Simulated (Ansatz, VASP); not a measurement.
# One calculation of Mn, two programs

Contents of INCAR:

```
SYSTEM = Mn
ALGO = Normal ; EDIFF = 1E-6
ENCUT = 520 ; GGA = PE
ISIF = 2 ; ISMEAR = 0
ISPIN = 2 ; LASPH = .True.
LCHARG = .True. ; LELF = .True.
LMAXMIX = 4 ; LORBIT = 11
LREAL = .False. ; LVHAR = .True.
LWAVE = .False. ; MAGMOM = 4.3 4.3
NBANDS = 24 ; NELM = 150
PREC = Accurate ; SIGMA = 0.1
```

File KPOINTS:

```
k-points
0
Gamma
  18 18 8
  0 0 0
```

POSCAR

```
Mn
1.0
    2.9775700313      0.0000000000      0.0000000000
   -1.4887850157      2.5786512887      0.0000000000
    0.0000000000      0.0000000000      5.2056861815
Mn
2
Direct
    0.3333333333      0.6666666667      0.2500000000
    0.6666666667      0.3333333333      0.7500000000
```

Input for Ansatz:

```yaml
crystal:
  lattice:
    - [2.9775700313, 0.0, 0.0]
    - [-1.4887850157, 2.5786512887, 0.0]
    - [0.0, 0.0, 5.2056861815]
  atoms:
    - { symbol: Mn, position: [0.3333333333, 0.6666666667, 0.25], spin: 4.3 }
    - { symbol: Mn, position: [0.6666666667, 0.3333333333, 0.75], spin: 4.3 }
basis:
  ecutwfc: 420
kpoints:
  mp_grid: { grid: [18, 18, 8] }
hamiltonian:
  xc: pbe
scf:
  occupations: { method: gaussian, width: 0.1 }
output:
  forces: true
  stress: true
  eigenvalues: true
  populations: true
magnetization:
  spin_polarized: true
```

Alike in both runs: task single point; functional PBE; k mesh 18 × 18 × 8; occupations gaussian, width 0.1 eV; collinear spin.

|  | VASP | Ansatz |
| --- | --- | --- |
| version | VASP 6.6.1 | Ansatz 0.2.0 |
| potentials or method | VASP PAW PBE potentials, release 64 (Mn_pv), cutoff 520 eV | scalar-relativistic, plane waves, PAW |
| valence electrons in the cell | 26 | 30 |

Ansatz gave:

```
gap on the k mesh at the Fermi level (eV)                     : none
pressure (GPa)                                                : -14.6
traceless stress, the component that is largest in VASP (GPa) : -3.49
net moment per atom (μB)                                      : 3.92
size of the moment on the site where the two differ most (μB) : 3.88
```

What did VASP give for the same quantities?

gap on the k mesh at the Fermi level (eV): none; pressure (GPa): -14.5; traceless stress, the component that is largest in VASP (GPa): -3.46; net moment per atom (μB): 3.92; size of the moment on the site where the two differ most (μB): 3.80.

Site moments also hang on the region over which each program counts them. A gap of «none» marks a metal or a gap that the smearing closes. With one functional, cell and mesh, what is left measures potentials, basis and numerics. VASP's potentials hold 26 valence electrons a cell and Ansatz's 30, so a difference there can come from the potentials and not from the codes.
